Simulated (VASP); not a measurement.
Ga2Te2S, 5 atoms in the cell. Symmetry: I4/mmm, No. 139, tetragonal system. The conventional cell has a = 4.329 Å, b = 4.329 Å, c = 13.698 Å, α = 90.00°, β = 90.00°, γ = 90.00°. Ga (site symmetry -4m2) has 4 Te at 2.80 Å and 4 Ga at 3.06 Å within 3.7 Å. Te (site symmetry 4mm) has 4 Ga at 2.80 Å and 1 Te at 3.30 Å and 4 S at 3.48 Å within 3.7 Å. Within 4.6 Å of S (site symmetry 4/mmm) lie 8 Te at 3.48 Å and 8 Ga at 4.05 Å and 4 S at 4.33 Å. The cell was built from a structure type or drawn by symmetry, and may not be a known phase.

| Quantity | Value |
| --- | --- |
| Program | VASP 6.6.1 |
| Task | single point |
| Functional | PBE |
| Potentials or basis | VASP PAW PBE potentials, release 64 (Ga_d, Te, S) |
| Cutoff | 520 eV |
| k mesh | 6 × 6 × 6 |
| Occupations | gaussian, width 0.1 eV |
| Spin | no spin polarisation |
| Dipole correction | no |
| Further INCAR settings | ALGO = Normal; EDIFF = 1e-06; NBANDS = 30 |

Potentials or basis: VASP PAW PBE potentials, release 64 (Ga_d, Te, S).

Command:

```console
$ cat potpaw_PBE.64/Ga_d/POTCAR potpaw_PBE.64/Te/POTCAR potpaw_PBE.64/S/POTCAR > POTCAR
$ mpirun -np 1 vasp_std > vasp.out
```

Hardware: 1 thread of AMD EPYC 9R45 96-Core Processor (Zen 5), on a shared host.

Problem. How long does it take, and how much memory?

Solution. It took 2.9 min on 1 thread of AMD EPYC 9R45 96-Core Processor (Zen 5) (shared host), peak memory 0.45 GiB. Counts: scf iterations 13, k points 30.
